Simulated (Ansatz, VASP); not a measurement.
# Hf2N: VASP beside Ansatz

```
Hf N
1.0
     4.95052    0.00000    0.00000
     0.00000    4.95052    0.00000
     0.00000    0.00000    3.72858
Hf N
4 2
Direct
  0.29559 0.29559 0.00000
  0.70441 0.70441 0.00000
  0.79559 0.20441 0.50000
  0.20441 0.79559 0.50000
  0.00000 0.00000 0.00000
  0.50000 0.50000 0.50000
```

Alike in both runs: functional PBEsol; k mesh 1 × 1 × 1; occupations gaussian, width 0.1 eV; no spin polarisation.

Ansatz relaxed the structure, and its values are those at the end. VASP's run is a single point on that final structure, the one shown.

|  | VASP | Ansatz |
| --- | --- | --- |
| version | VASP 6.6.1 | Ansatz 0.2.0 |
| potentials or method | VASP PAW PBE potentials, release 64 (Hf_pv, N), cutoff 520 eV | scalar-relativistic, plane waves, PAW |
| valence electrons in the cell | 50 | 114 |

|  | VASP | Ansatz | Ansatz less VASP |
| --- | --- | --- | --- |
| pressure (GPa) | -0.6 | 0.0 | +0.64 |
| rms of the force components (eV/Å) | 0.003 | 0.001 | -0.0023 |

VASP's potentials were made for PBE, not for PBEsol. VASP's potentials hold 50 valence electrons a cell and Ansatz's 114, so a difference there can come from the potentials and not from the codes.

The k mesh is coarse, so the values compare programs but aren't converged. Neither program's run includes spin-orbit coupling.
